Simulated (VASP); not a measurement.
Wanted: the native input for a VASP 6.6.1 run.

```yaml
Task: single point
Functional: LDA
Potentials_or_basis: VASP PAW LDA potentials, release 64 (B, As)
Cutoff: 520 eV
k_mesh: 13 × 13 × 13
Occupations: fermi-dirac, width 0.05 eV
Spin: no spin polarisation
Dipole_correction: no
Further_INCAR_settings: ALGO = Normal; EDIFF = 1e-06; NBANDS = 11
```

The structure of BAs lies in POSCAR:

```
BAs
1.0
    0.0000000000      2.3562190158      2.3562190158
    2.3562190158      0.0000000000      2.3562190158
    2.3562190158      2.3562190158      0.0000000000
B As
1 1
Direct
    0.0000000000      0.0000000000      0.0000000000
    0.7500000000      0.7500000000      0.7500000000
```

This cell differs from its parent crystal: volume scaled by 0.96.

One way to write it, as run:

INCAR

```
PREC     = Accurate       # precision mode
ENCUT    = 520            # plane-wave cutoff, eV
EDIFF    = 1E-6           # SCF threshold, eV
ISMEAR   = -1             # smearing method
SIGMA    = 0.05           # smearing width, eV
LREAL    = F              # projectors in reciprocal space
LASPH    = T              # aspherical terms in the spheres
NELM     = 100            # most SCF steps
ALGO     = Normal         # electronic algorithm
ISIF     = 2              # what is computed and relaxed
LWAVE    = F              # write WAVECAR
LCHARG   = T              # write CHGCAR
LELF     = T              # ELF
LVHAR    = T            
NBANDS   = 11             # bands
```

KPOINTS

```
Automatic mesh
0
Gamma
  13 13 13
```

Potentials or basis: VASP PAW LDA potentials, release 64 (B, As).

Launch:

```bash
$ cat potpaw_LDA.64/B/POTCAR potpaw_LDA.64/As/POTCAR > POTCAR
$ mpirun -np 1 vasp_std > vasp.out
```

Results of the run:

The pressure is 2.9 GPa. The band gap on the k mesh is 1.09 eV, indirect (least direct gap 3.30 eV).

Wall time 25 s on 1 thread of Intel Xeon 6975P-C, on a shared host, peak memory 0.15 GiB.
